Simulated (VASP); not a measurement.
Here is a VASP 6.6.1 calculation.

INCAR

```
PREC = Accurate
ENCUT = 520
EDIFF = 1E-6
ISMEAR = 0
SIGMA = 0.1
LREAL = F
LASPH = T
NELM = 80
ALGO = Normal
ISIF = 2
LWAVE = F
LCHARG = F
LDIPOL = T
IDIPOL = 3
DIPOL = 0.5 0.5 0.292
GGA = PE
NBANDS = 18
```

The input KPOINTS:

```
Automatic mesh
0
Gamma
  12 12 1
```

File POSCAR:

```
Cu
1.0
    2.4572120254      0.0000000000      0.0000000000
   -1.2286060127      2.1280080365      0.0000000000
    0.0000000000      0.0000000000     29.1154260400
Cu
2
Direct
    0.0000000000      0.0000000000      0.3342524137
    0.0000000000      0.0000000000      0.2496305072
```

Potentials or basis: VASP PAW PBE potentials, release 64 (Cu).

Run with:

```console
$ cat potpaw_PBE.64/Cu/POTCAR > POTCAR
$ mpirun -np 1 vasp_std > vasp.out
```

Q: Estimate the largest force.

A: 0.013 eV/Å.

Q: Estimate the band gap on the k mesh.

A: Zero (band 11 reaches 2.36 eV, above the bottom of band 12 at -4.24 eV).

Forces in eV/Å, atoms in the order of the input:
```
Cu   0.000  0.000  0.013
Cu   0.000  0.000 -0.013
```
